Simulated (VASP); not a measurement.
A run of VASP 6.6.1 is set up as follows.

The input INCAR:

```
SYSTEM = Sn
  PREC = Accurate
  ENCUT = 520
  EDIFF = 1E-6
  ISMEAR = -1
  SIGMA = 0.1
  LREAL = .False.
  LASPH = .True.
  NELM = 60
  ALGO = Normal
  ISIF = 2
  LWAVE = .False.
  LCHARG = .False.
  GGA = PE
  NBANDS = 21
```

Contents of KPOINTS:

```
Automatic mesh
0
Gamma
  10 10 10
  0 0 0
```

File POSCAR:

```
Sn
1.0
   -2.8396092406      2.8396092406      1.5501120712
    2.8396092406     -2.8396092406      1.5501120712
    2.8396092406      2.8396092406     -1.5501120712
Sn
2
Direct
    0.0000000000      0.0000000000      0.0000000000
    0.7500000000      0.2500000000      0.5000000000
```

Potentials or basis: VASP PAW PBE potentials, release 64 (Sn_d).

Launch:

```bash
$ cat potpaw_PBE.64/Sn_d/POTCAR > POTCAR
$ mpirun -np 1 vasp_std > vasp.out
```

(1) Predict the band gap on the k mesh.

(2) Predict the pressure.

Answers

(1) zero (bands 14 and 15 overlap by 4.28 eV).

(2) 8.3 GPa.

Caveat: the cell stands under pressure; spin-orbit coupling is left out, which moves the levels of the heavy elements.
